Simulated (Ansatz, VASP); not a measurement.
**Two plane-wave programs on BeCl**

Contents of INCAR:

```
PREC     = Accurate       # precision mode
ENCUT    = 600            # plane-wave cutoff, eV
EDIFF    = 1E-6           # SCF threshold, eV
ISMEAR   = 0              # smearing method
SIGMA    = 0.1            # smearing width, eV
LREAL    = False          # projectors in reciprocal space
LASPH    = True           # aspherical terms in the spheres
NELM     = 120            # most SCF steps
ALGO     = Normal         # electronic algorithm
ISIF     = 2              # what is computed and relaxed
LWAVE    = False          # write WAVECAR
LCHARG   = False          # write CHGCAR
GGA      = PE             # functional
NBANDS   = 12             # bands
GGA_COMPAT= False
```

Contents of KPOINTS:

```
regular mesh
0
Gamma
  6 6 6
```

The input POSCAR:

```
BeCl
1.0
    3.3050236200      0.0000000000      0.0000000000
    0.0000000000      3.3050236200      0.0000000000
    0.0000000000      0.0000000000      3.3050236200
Be Cl
1 1
Direct
    0.0000000000      0.0000000000      0.0000000000
    0.5000000000      0.5000000000      0.5000000000
```

Input for Ansatz:

```yaml
crystal:
  lattice:
    - [3.30502362, 0.0, 0.0]
    - [0.0, 3.30502362, 0.0]
    - [0.0, 0.0, 3.30502362]
  atoms:
    - { symbol: Be, position: [0.0, 0.0, 0.0] }
    - { symbol: Cl, position: [0.5, 0.5, 0.5] }
basis:
  ecutwfc: 420
kpoints:
  mp_grid: { grid: [6, 6, 6] }
hamiltonian:
  xc: pbe
scf:
  occupations: { method: gaussian, width: 0.1 }
  lower_state_search: "off"
output:
  forces: true
  stress: true
  eigenvalues: true
```

Alike in both runs: task single point; functional PBE; k mesh 6 × 6 × 6; occupations gaussian, width 0.1 eV; no spin polarisation.

|  | VASP | Ansatz |
| --- | --- | --- |
| version | VASP 6.6.1 | Ansatz 0.2.0 |
| potentials or method | VASP PAW PBE potentials, release 64 (Be, Cl), cutoff 600 eV | scalar-relativistic, plane waves, PAW |
| valence electrons in the cell | 9 | 9 |

|  | VASP | Ansatz | Ansatz less VASP |
| --- | --- | --- | --- |
| gap on the k mesh at the Fermi level (eV) | none | none | - |
| pressure (GPa) | -5.5 | -5.6 | -0.05 |

A gap of «none» marks a metal or a gap that the smearing closes. The functional is the same, so the differences come from potentials, cutoffs and numerics.
